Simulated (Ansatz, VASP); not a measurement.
This is a calculation of V for Ansatz 0.2.0.

File input.yaml:

```yaml
crystal:
  lattice:
    - [2.6215415862, 0.0, 0.0]
    - [-1.310770793, 2.2703216106, 0.0]
    - [0.0, 0.0, 4.7546172825]
  atoms:
    - { symbol: V, position: [0.3333333333, 0.6666666667, 0.25], spin: 2.0 }
    - { symbol: V, position: [0.6666666667, 0.3333333333, 0.75], spin: 2.0 }
kpoints:
  mp_grid: { grid: [12, 12, 6] }
scf:
  occupations: { method: fermi_dirac, width: 0.05 }
hamiltonian:
  xc: pbesol
  pseudopotentials: { kind: all_electron, lapw: { basis_error: 0.001 } }
magnetization:
  spin_polarized: true
output:
  forces: true
  stress: true
  eigenvalues: true
```

Potentials or basis: all-electron LAPW, scalar-relativistic.

Command:

```bash
$ ansatz run input.yaml --threads 2 --pin off --max-ram 6144MiB --backend cpu --events-out ev --progress --plain --runs-dir out
```

**Question.** Set up the same calculation for VASP 6.6.1. Potentials there: VASP PAW PBE potentials, release 64 (V_sv).

**Answer.** As run (the cutoff follows the program's own potentials):

Contents of INCAR:

```
SYSTEM = V
PREC = Accurate
ENCUT = 520
EDIFF = 1E-7
ISMEAR = -1
SIGMA = 0.05
LREAL = .False.
LASPH = .True.
NELM = 150
ALGO = Fast
ISIF = 2
LWAVE = .False.
LCHARG = .False.
ISPIN = 2
MAGMOM = 2 2
LORBIT = 11
LMAXMIX = 4
GGA = PS
NBANDS = 24
```

File KPOINTS:

```
regular mesh
0
Gamma
  12 12 6
  0 0 0
```

POSCAR

```
V
1.0
    2.6215415862      0.0000000000      0.0000000000
   -1.3107707930      2.2703216106      0.0000000000
    0.0000000000      0.0000000000      4.7546172825
V
2
Direct
    0.3333333333      0.6666666667      0.2500000000
    0.6666666667      0.3333333333      0.7500000000
```

Potentials or basis: VASP PAW PBE potentials, release 64 (V_sv).

Command:

```sh
$ cat potpaw_PBE.64/V_sv/POTCAR > POTCAR
$ mpirun -np 1 vasp_std > vasp.out
```

Both were run:

|  | VASP | Ansatz | Ansatz less VASP |
| --- | --- | --- | --- |
| gap on the k mesh at the Fermi level (eV) | none | none | - |
| pressure (GPa) | -10.1 | -10.3 | -0.19 |
| traceless stress, the component that is largest in VASP (GPa) | -0.06 | -0.05 | +0.006 |
| net moment per atom (μB) | 0.00 | 0.00 | 0.000 |

VASP's potentials were made for PBE, not for PBEsol. A gap of «none» marks a metal or a gap that the smearing closes. Ansatz ran all-electron here, and VASP with PAW potentials.
